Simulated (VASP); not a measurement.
Set up this calculation in VASP 6.6.1, as the native input.

- Task: single point
- Functional: PBEsol
- Potentials or basis: VASP PAW PBE potentials, release 64 (Zn)
- Cutoff: 520 eV
- k mesh: 13 × 13 × 13
- Occupations: fermi-dirac, width 0.136057 eV
- Spin: no spin polarisation
- Dipole correction: no
- Further INCAR settings: ALGO = Normal; EDIFF = 1e-06; NBANDS = 12

The structure of Zn lies in POSCAR:

```
Zn
1.0
    2.5688087663      0.0000000000      0.0000000000
    0.0000000000      2.5688087663      0.0000000000
    0.0000000000      0.0000000000      2.5688087663
Zn
1
Direct
    0.0000000000      0.0000000000      0.0000000000
```

The input as run:

INCAR

```
SYSTEM = Zn
ALGO = Normal
EDIFF = 1E-6
ENCUT = 520
GGA = PS
ISIF = 2
ISMEAR = -1
LASPH = .True.
LCHARG = .True.
LELF = .True.
LREAL = .False.
LVHAR = .True.
LWAVE = .False.
NBANDS = 12
NELM = 60
PREC = Accurate
SIGMA = 0.13605693000000002
```

KPOINTS

```
k-points
0
Gamma
  13 13 13
  0 0 0
```

Potentials or basis: VASP PAW PBE potentials, release 64 (Zn).

Command:

```sh
$ cat potpaw_PBE.64/Zn/POTCAR > POTCAR
$ mpirun -np 1 vasp_std > vasp.out
```

It gave:

```yaml
Pressure: 0.1 GPa
Band_gap_on_the_k_mesh: zero (band 6 reaches 6.87 eV, above the bottom of band 7 at 0.04 eV)
```

Caveat: the PAW data sets were made with another functional, which shifts forces and pressure a little.

Wall time 9.5 s on 1 thread of Intel(R) Xeon(R) Platinum 8259CL CPU @ 2.50GHz (Skylake/Cascade Lake), on a shared host, peak memory 0.13 GiB.
